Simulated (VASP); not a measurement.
# Ti2W (P6_3/mmc) in VASP: further runs

The runs below take Ti2W through single point, relaxation of cell and atoms, with PBE.

Everything below comes from runs of VASP 6.6.1. Logs are shortened: lines on timing, memory, paths and dates and some standing lists are left out, and cuts for length are marked.

## 1. The cell of the first run

It takes space group P6_3/mmc (No. 194, hexagonal). Conventional cell: a = 2.817 Å, b = 2.817 Å, c = 13.350 Å, α = 90.00°, β = 90.00°, γ = 120.00°. Within 3.6 Å of Ti (site symmetry 3m) lie 9 Ti at 2.76 to 2.82 Å and 3 W at 2.76 Å. Within 3.6 Å of W (site symmetry -6m2) lie 6 Ti at 2.76 Å and 6 W at 2.82 Å.

## 2. Single point, PBE

The input, INCAR:

```
ALGO     = Normal         # electronic algorithm
EDIFF    = 1E-6           # SCF threshold, eV
ENCUT    = 520            # plane-wave cutoff, eV
GGA      = PE             # functional
ISIF     = 2              # what is computed and relaxed
ISMEAR   = 0              # smearing method
LASPH    = T              # aspherical terms in the spheres
LCHARG   = F              # write CHGCAR
LREAL    = F              # projectors in reciprocal space
LWAVE    = F              # write WAVECAR
NBANDS   = 47             # bands
NELM     = 60             # most SCF steps
PREC     = Accurate       # precision mode
SIGMA    = 0.1            # smearing width, eV
```

The input, KPOINTS:

```
k-points
0
Gamma
  6 6 2
```

The input, POSCAR:

```
Ti2W
1.0
    2.8165785800      0.0000000000      0.0000000000
   -1.4082892900      2.4392286000      0.0000000000
    0.0000000000      0.0000000000     13.3500314200
Ti W
4 2
Direct
    0.3333333300      0.6666666700      0.9166666700
    0.3333333300      0.6666666700      0.5833333300
    0.6666666700      0.3333333300      0.0833333300
    0.6666666700      0.3333333300      0.4166666700
    0.3333333300      0.6666666700      0.2500000000
    0.6666666700      0.3333333300      0.7500000000
```

Potentials or basis: VASP PAW PBE potentials, release 64 (Ti_sv, W_sv).

Command:

```
$ cat potpaw_PBE.64/Ti_sv/POTCAR potpaw_PBE.64/W_sv/POTCAR > POTCAR
$ mpirun -np 1 vasp_std > vasp.out
```

OUTCAR:

```text
EDIFF = 1E-6
   ENCUT = 520
   GGA = PE
   ISIF = 2
   ISMEAR = 0
   LASPH = T
   LREAL = F
   NELM = 60
   PREC = Accurate

 ion  position               nearest neighbor table
   1  0.333  0.667  0.917-   3 2.76   3 2.76   3 2.76   6 2.76   6 2.76   6 2.76
   2  0.333  0.667  0.583-   4 2.76   4 2.76   4 2.76   6 2.76   6 2.76   6 2.76
   3  0.667  0.333  0.083-   1 2.76   1 2.76   1 2.76   5 2.76   5 2.76   5 2.76
   4  0.667  0.333  0.417-   2 2.76   2 2.76   2 2.76   5 2.76   5 2.76   5 2.76
   5  0.333  0.667  0.250-   3 2.76   4 2.76   3 2.76   4 2.76   3 2.76   4 2.76
   6  0.667  0.333  0.750-   1 2.76   2 2.76   1 2.76   2 2.76   1 2.76   2 2.76

  LATTYP: Found a hexagonal cell.
 ALAT       =     2.8165785800
 C/A-ratio  =     4.7398043551

  Lattice vectors:

 A1 = (   2.8165785800,   0.0000000000,   0.0000000000)
 A2 = (  -1.4082892900,   2.4392286000,   0.0000000000)
 A3 = (   0.0000000000,   0.0000000000,  13.3500314200)

Analysis of symmetry for initial positions (statically):
=====================================================================
 Subroutine PRICEL returns:
 Original cell was already a primitive cell.

 Routine SETGRP: Setting up the symmetry group for a
 hexagonal supercell.

 Subroutine GETGRP returns: Found 24 space group operations
 (whereof 12 operations were pure point group operations)
 out of a pool of 24 trial point group operations.

The static configuration has the point symmetry D_3d.
 The point group associated with its full space group is D_6h.

Analysis of symmetry for dynamics (positions and initial velocities):
=====================================================================
 Subroutine PRICEL returns:
 Original cell was already a primitive cell.

 Routine SETGRP: Setting up the symmetry group for a
 hexagonal supercell.

 Subroutine GETGRP returns: Found 24 space group operations
 (whereof 12 operations were pure point group operations)
 out of a pool of 24 trial point group operations.

The dynamic configuration has the point symmetry D_3d.
 The point group associated with its full space group is D_6h.

 Subroutine INISYM returns: Found 24 space group operations
 (whereof 12 operations are pure point group operations),
 and found     1 'primitive' translations

----------------------------------------------------------------------------------------

                                     Primitive cell

  volume of cell :      91.7184

  direct lattice vectors                    reciprocal lattice vectors
     2.816578580  0.000000000  0.000000000     0.355040689  0.204982838  0.000000000
    -1.408289290  2.439228600  0.000000000     0.000000000  0.409965675  0.000000000
     0.000000000  0.000000000 13.350031420     0.000000000  0.000000000  0.074906191

  length of vectors
     2.816578580  2.816578578 13.350031420     0.409965675  0.409965675  0.074906191

  position of ions in fractional coordinates (direct lattice)
     0.333333330  0.666666670  0.916666670
     0.333333330  0.666666670  0.583333330
     0.666666670  0.333333330  0.083333330
     0.666666670  0.333333330  0.416666670
     0.333333330  0.666666670  0.250000000
     0.666666670  0.333333330  0.750000000

  ion indices of the primitive-cell ions
   primitive index   ion index
                 1           1
                 2           2
                 3           3
                 4           4
                 5           5
                 6           6

----------------------------------------------------------------------------------------

 KPOINTS: k-points

Automatic generation of k-mesh.
 Grid dimensions read from file:
 generate k-points for:    6    6    2

 Generating k-lattice:

  Cartesian coordinates                     Fractional coordinates (reciprocal lattice)
     0.059173448  0.034163806  0.000000000     0.166666667  0.000000000  0.000000000
     0.000000000  0.068327613  0.000000000     0.000000000  0.166666667  0.000000000
     0.000000000  0.000000000  0.037453095     0.000000000  0.000000000  0.500000000

  Length of vectors
     0.068327612  0.068327613  0.037453095

  Shift w.r.t. Gamma in fractional coordinates (k-lattice)
     0.000000000  0.000000000  0.000000000

 Subroutine IBZKPT returns following result:
 ===========================================

 Found     14 irreducible k-points:

 Following reciprocal coordinates:
            Coordinates               Weight
  0.000000  0.000000  0.000000      1.000000
  0.166667 -0.000000  0.000000      6.000000
  0.333333  0.000000  0.000000      6.000000
  0.500000  0.000000  0.000000      3.000000
  0.166667  0.166667  0.000000      6.000000
  0.333333  0.166667  0.000000     12.000000
  0.333333  0.333333  0.000000      2.000000
  0.000000  0.000000  0.500000      1.000000
  0.166667 -0.000000  0.500000      6.000000
  0.333333  0.000000  0.500000      6.000000
  0.500000  0.000000  0.500000      3.000000
  0.166667  0.166667  0.500000      6.000000
  0.333333  0.166667  0.500000     12.000000
  0.333333  0.333333  0.500000      2.000000
   k-points           NKPTS =     14   k-points in BZ     NKDIM =     14   number of bands    NBANDS=     47
   number of dos      NEDOS =    301   number of ions     NIONS =      6
   total plane-waves  NPLWV =  57600
   dimension x,y,z NGX =    24 NGY =   24 NGZ =  100
   dimension x,y,z NGXF=    48 NGYF=   48 NGZF=  200
   ions per type =               4   2
   NGX,Y,Z   is equivalent  to a cutoff of  14.17, 14.17, 12.45 a.u.
   NGXF,Y,Z  is equivalent  to a cutoff of  28.33, 28.33, 24.91 a.u.
 SYSTEM =  unknown system
   PREC   = accura    normal or accurate (medium, high low for compatibility)
   ISTART =      0    job   : 0-new  1-cont  2-samecut
   ICHARG =      2    charge: 1-file 2-atom 10-const
   ISPIN  =      1    spin polarized calculation?
   LNONCOLLINEAR =      F non collinear calculations
   LSORBIT =      F    spin-orbit coupling
   LASPH  =      T    aspherical Exc in radial PAW
   ENCUT  =  520.0 eV  38.22 Ry    6.18 a.u.   5.24  5.24 24.82*2*pi/ulx,y,z
   NELM   =     60;   NELMIN=  2; NELMDL= -5     # of ELM steps
   EDIFF  = 0.1E-05   stopping-criterion for ELM
   LREAL  =      F    real-space projection
   EDIFFG = 0.1E-04   stopping-criterion for IOM
   NSW    =      0    number of steps for IOM
   IBRION =     -1    ionic relax: 0-MD 1-quasi-New 2-CG
   NFREE  =      0    steps in history (QN), initial steepest desc. (CG)
   ISIF   =      2    stress and relaxation
   ISYM   =      2    0-nonsym 1-usesym 2-fastsym
   POTIM  = 0.5000    time-step for ionic-motion
   TEBEG  =    0.0;   TEEND  =   0.0 temperature during run
   PSTRESS=    0.0 pullay stress
   NELECT =      76.0000    total number of electrons
   NUPDOWN=      -1.0000    fix difference up-down
   EMIN   =  10.00;   EMAX   =-10.00  energy-range for DOS
   EFERMI =   0.00;   METHOD = LEGACY
   ISMEAR =     0;   SIGMA  =   0.10  broadening in eV -4-tet -1-fermi 0-gaus
   EFERMI_NEDOS =   21; number of points for ismear=-14 and -15
   IALGO  =     38    algorithm
   IMIX   =      4    mixing-type and parameters
     AMIX     =   0.40;   BMIX     =  1.00
     AMIX_MAG =   1.60;   BMIX_MAG =  1.00
  volume/ion in A,a.u.               =      15.29       103.16
  Fermi-wavevector in a.u.,A,eV,Ry     =   1.537661  2.905757 32.169615  2.364400
  Thomas-Fermi vector in A             =   2.644138
   LORBIT       =      0    0 simple, 1 ext, 2 COOP (PROOUT), +10 PAW based schemes
   GGA     = PE    functional components
   LHFCALC =     F    Hartree Fock is set to
   AEXX    =    0.0000 exact exchange contribution
   IVDW    =     0    specifies the selected vdW correction
   LEPSILON=     F    determine dielectric tensor
   LRPA    =     F    only Hartree local field effects (RPA)
 non-spin polarized calculation
 Gauss-broadening in eV      SIGMA  =   0.10
  energy-cutoff  :      520.00
  volume of cell :       91.72
 maximum number of plane-waves:      2492
 NGX is ok and might be reduce to    24
   NGX = 11   NGY = 11   NGZ = 49

 number of electron      76.0000010 magnetization

 Free energy of the ion-electron system (eV)
  ---------------------------------------------------
  ext. energy  EPLUGINS =         0.00000000
  ---------------------------------------------------
  free energy    TOTEN  =       -55.41155875 eV

  energy without entropy =      -55.36756398  energy(sigma->0) =      -55.38956136

 E-fermi :  10.3701     XC(G=0): -12.6957

 val. band max:       10.3370183945   @ k =   0.1667   0.1667   0.0000
 cond. band min:      10.3975948661   @ k =   0.1667   0.1667   0.5000
 fundamental gap:      0.0605764716
 Fermi energy:        10.3701026156

 k-point     1 :       0.0000    0.0000    0.0000
  band No.  band energies     occupation
      1     -63.2325      2.00000
      2     -63.2325      2.00000
      3     -46.2182      2.00000
      4     -46.2170      2.00000
      5     -46.1047      2.00000
      6     -46.1033      2.00000
[... 39 lines left out ...]
     46      11.5741      0.00000
     47      11.6056      0.00000

 k-point     2 :       0.1667   -0.0000    0.0000
  band No.  band energies     occupation
      1     -63.2115      2.00000
      2     -63.2114      2.00000
      3     -46.1817      2.00000
      4     -46.1807      2.00000
      5     -46.0814      2.00000
      6     -46.0804      2.00000
[... 39 lines left out ...]
     46      11.6631      0.00000
     47      11.7810      0.00000

 k-point     3 :       0.3333    0.0000    0.0000
  band No.  band energies     occupation
      1     -63.1691      2.00000
      2     -63.1691      2.00000
      3     -46.1040      2.00000
      4     -46.1037      2.00000
      5     -46.0385      2.00000
      6     -46.0382      2.00000
[... 539 lines left out ...]
     46      12.1384      0.00000
     47      13.5870      0.00000

 k-point    14 :       0.3333    0.3333    0.5000
  band No.  band energies     occupation
      1     -63.1372      2.00000
      2     -63.1372      2.00000
      3     -46.0258      2.00000
      4     -46.0258      2.00000
      5     -46.0256      2.00000
      6     -46.0256      2.00000
[... 39 lines left out ...]
     46      12.1296      0.00000
     47      13.8834      0.00000

------------------------ aborting loop because EDIFF is reached ----------------------------------------

  FORCE on cell =-STRESS in cart. coord.  units (eV):
  Direction    XX          YY          ZZ          XY          YZ          ZX
  --------------------------------------------------------------------------------------
  -------------------------------------------------------------------------------------
  Total        8.5709752      8.5709752     14.2486217      0.0000000      0.0000000      0.0000000
  in kB      149.7214956    149.7214954    248.9010768      0.0000000      0.0000000      0.0000000
  external PRESSURE =     182.7813559 kB  Pullay stress =       0.0000000 kB

 VOLUME and BASIS-vectors are now :
 -----------------------------------------------------------------------------
  energy-cutoff  :      520.00
  volume of cell :       91.72
      direct lattice vectors                 reciprocal lattice vectors
     2.816578580  0.000000000  0.000000000     0.355040689  0.204982838  0.000000000
    -1.408289290  2.439228600  0.000000000     0.000000000  0.409965675  0.000000000
     0.000000000  0.000000000 13.350031420     0.000000000  0.000000000  0.074906191

 POSITION                                       TOTAL-FORCE (eV/Angst)
 -----------------------------------------------------------------------------------
     -0.00000      1.62615     12.23753         0.000000      0.000000      0.575202
     -0.00000      1.62615      7.78752        -0.000000     -0.000000     -0.575202
      1.40829      0.81308      1.11250         0.000000     -0.000000     -0.575202
      1.40829      0.81308      5.56251         0.000000      0.000000      0.575202
     -0.00000      1.62615      3.33751         0.000000      0.000000     -0.000000
      1.40829      0.81308     10.01252        -0.000000     -0.000000     -0.000000
 -----------------------------------------------------------------------------------
    total drift:                               -0.000023      0.000013     -0.000001

  FREE ENERGIE OF THE ION-ELECTRON SYSTEM (eV)
  ---------------------------------------------------
  free  energy   TOTEN  =       -55.4115587457 eV

  energy  without entropy=      -55.3675639780  energy(sigma->0) =      -55.38956136
```

Wall time 2.7 min (1 thread of Intel Xeon 8259CL, shared host); peak memory 0.21 GiB.

Results:

| Item | Value |
| --- | --- |
| Free energy | -55.4116 eV |
| Pressure | 18.3 GPa |
| Largest force | 0.575 eV/Å |
| Band gap on the k mesh | zero (bands 38 and 39 overlap by 0.90 eV) |

Forces in eV/Å, atoms in the order of the input:
```
Ti   0.000  0.000  0.575
Ti   0.000  0.000 -0.575
Ti   0.000  0.000 -0.575
Ti   0.000  0.000  0.575
W    0.000  0.000  0.000
W    0.000  0.000  0.000
```

Stress tensor (GPa, compression positive):
```
14.97  0.00  0.00
 0.00 14.97  0.00
 0.00  0.00 24.89
```

Caveat: the k points lie up to 0.43 Å⁻¹ apart, too coarse for converged energies and pressures of a metal; spin-orbit coupling is left out, which moves the levels of the heavy elements.

## 3. Single point, PBE

This run uses another cell than the first one, of 16.82 Å³/atom.

The input, INCAR:

```
SYSTEM = Ti2W
PREC = Accurate
ENCUT = 520
EDIFF = 1E-6
ISMEAR = 0
SIGMA = 0.1
LREAL = .False.
LASPH = .True.
NELM = 60
ALGO = Normal
ISIF = 2
LWAVE = .False.
LCHARG = .True.
GGA = PE
LELF = .True.
LVHAR = .True.
NBANDS = 47
```

The input, KPOINTS:

```
regular mesh
0
Gamma
  6 6 2
  0 0 0
```

The input, POSCAR:

```
Ti2W
1.0
    2.8574706715      0.0000000000      0.0000000000
   -1.4287353358      2.4746421921      0.0000000000
    0.0000000000      0.0000000000     14.2735348190
Ti W
4 2
Direct
    0.3333333333      0.6666666667      0.9179754591
    0.3333333333      0.6666666667      0.5820245409
    0.6666666667      0.3333333333      0.0820245409
    0.6666666667      0.3333333333      0.4179754591
    0.3333333333      0.6666666667      0.2500000000
    0.6666666667      0.3333333333      0.7500000000
```

Potentials or basis: VASP PAW PBE potentials, release 64 (Ti_sv, W_sv).

Command:

```
$ cat potpaw_PBE.64/Ti_sv/POTCAR potpaw_PBE.64/W_sv/POTCAR > POTCAR
$ mpirun -np 1 vasp_std > vasp.out
```

It took 2.6 min on 1 thread of Intel Xeon 8259CL, shared host; peak memory 0.23 GiB.

The run converged. Its results:

```yaml
Free_energy: -56.0183 eV
Pressure: -0.4 GPa
Largest_force: 0.025 eV/Å
Band_gap_on_the_k_mesh: zero (bands 38 and 39 overlap by 0.90 eV)
```

Forces on the atoms (eV/Å):
```
Ti   0.000  0.000  0.025
Ti   0.000  0.000 -0.025
Ti   0.000  0.000 -0.025
Ti   0.000  0.000  0.025
W    0.000  0.000  0.000
W    0.000  0.000  0.000
```

Stress tensor (GPa, compression positive):
```
-0.43  0.00  0.00
 0.00 -0.43  0.00
 0.00  0.00 -0.30
```

Levels at points of the mesh, in eV from the Fermi level:
| k point | band 35 | band 36 | band 37 | band 38 | band 39 | band 40 | band 41 | band 42 |
| --- | --- | --- | --- | --- | --- | --- | --- | --- |
| (0.00, 0.00, 0.00) | -0.21 | -0.16 | -0.16 | 0.20 | 0.47 | 0.49 | 0.63 | 0.63 |
| (0.50, 0.00, 0.00) | -1.31 | -0.64 | 0.25 | 0.35 | 0.62 | 0.82 | 0.86 | 0.96 |
| (0.00, 0.00, 0.50) | -0.19 | -0.19 | -0.02 | -0.02 | 0.43 | 0.43 | 0.71 | 0.71 |
| (0.50, 0.00, 0.50) | -1.13 | -1.13 | 0.51 | 0.51 | 0.75 | 0.75 | 0.96 | 0.96 |

Caveat: the k points lie up to 0.42 Å⁻¹ apart, too coarse for converged energies and pressures of a metal; spin-orbit coupling is left out, which moves the levels of the heavy elements.

## 4. Relaxation of cell and atoms, PBE

The input, INCAR:

```
SYSTEM = Ti2W
PREC = Accurate ; ENCUT = 600
EDIFF = 1E-7 ; ISMEAR = 0
SIGMA = 0.1 ; LREAL = .FALSE.
LASPH = .TRUE. ; NELM = 80
ALGO = Normal ; ISIF = 3
LWAVE = .FALSE. ; LCHARG = .FALSE.
GGA = PE ; IBRION = 2
NSW = 90 ; EDIFFG = -0.04
```

The input, KPOINTS:

```
Automatic mesh
0
G
  6 6 2
  0 0 0
```

The input, POSCAR:

```
Ti2W
1.0
    2.8165785800      0.0000000000      0.0000000000
   -1.4082892900      2.4392286000      0.0000000000
    0.0000000000      0.0000000000     13.3500314200
Ti W
4 2
Direct
    0.3333333300      0.6666666700      0.9166666700
    0.3333333300      0.6666666700      0.5833333300
    0.6666666700      0.3333333300      0.0833333300
    0.6666666700      0.3333333300      0.4166666700
    0.3333333300      0.6666666700      0.2500000000
    0.6666666700      0.3333333300      0.7500000000
```

Command:

```
$ cat potpaw_PBE.64/Ti_sv/POTCAR potpaw_PBE.64/W_sv/POTCAR > POTCAR
$ mpirun -np 1 vasp_std > vasp.out
```

Wall time 13 min (1 thread of Intel Xeon 8259CL, shared host); peak memory 0.25 GiB.

The run converged. Its results:

| Property | Result |
| --- | --- |
| Free energy | -56.0144 eV |
| Relaxed volume | 16.80 Å³/atom |
| Relaxed cell | a = 2.855 Å, b = 2.855 Å, c = 14.274 Å, α = 90.00°, β = 90.00°, γ = 120.00° |
| Space group after relaxing (to 0.1 Å) | P6_3/mmc (No. 194) |
| Energy gained by relaxing | 100.6 meV/atom |
| Ionic steps | 6 |
| Pressure after relaxing | -0.1 GPa |
| Largest force after relaxing | 0.013 eV/Å |
| Band gap on the k mesh | zero (bands 38 and 39 overlap by 0.91 eV) |

Forces in eV/Å, atoms in the order of the input:
```
Ti   0.000  0.000  0.013
Ti   0.000  0.000 -0.013
Ti   0.000  0.000 -0.013
Ti   0.000  0.000  0.013
W    0.000  0.000  0.000
W    0.000  0.000  0.000
```

The path:
```csv
step,energy change (eV),largest force (eV/Å),pressure (GPa),volume (Å³)
1,0.0000,0.5748,18.33,91.72
2,0.4497,0.2353,-18.24,116.88
3,-0.5508,0.0910,-1.44,101.59
4,-0.5515,0.1035,-0.92,101.26
5,-0.6028,0.0224,-0.26,100.86
6,-0.6037,0.0134,-0.13,100.79
```

Final structure:
```xyz
6
Lattice="2.8554 0.0000 0.0000 -1.4277 2.4729 0.0000 0.0000 0.0000 14.2743" Properties=species:S:1:pos:R:3 pbc="T T T"
Ti    0.0000    1.6486   13.1046
Ti    0.0000    1.6486    8.3068
Ti    1.4277    0.8243    1.1696
Ti    1.4277    0.8243    5.9675
W     0.0000    1.6486    3.5686
W     1.4277    0.8243   10.7057
```

Levels at points of the mesh, in eV from the Fermi level:
| k point | band 36 | band 37 | band 38 | band 39 | band 40 | band 41 |
| --- | --- | --- | --- | --- | --- | --- |
| (0.00, 0.00, 0.00) | -0.16 | -0.16 | 0.19 | 0.48 | 0.49 | 0.63 |
| (0.50, 0.00, 0.00) | -0.64 | 0.25 | 0.36 | 0.62 | 0.83 | 0.86 |
| (0.00, 0.00, 0.50) | -0.18 | -0.02 | -0.02 | 0.43 | 0.43 | 0.71 |
| (0.50, 0.00, 0.50) | -1.13 | 0.51 | 0.51 | 0.75 | 0.75 | 0.96 |

Caveat: the k points lie up to 0.42 Å⁻¹ apart in the final cell, too coarse for converged energies and pressures of a metal; spin-orbit coupling is left out, which moves the levels of the heavy elements.

(Part 1 of 2 ends here.)

The gap in the log of VASP goes by the Fermi energy; the results here count the filled bands.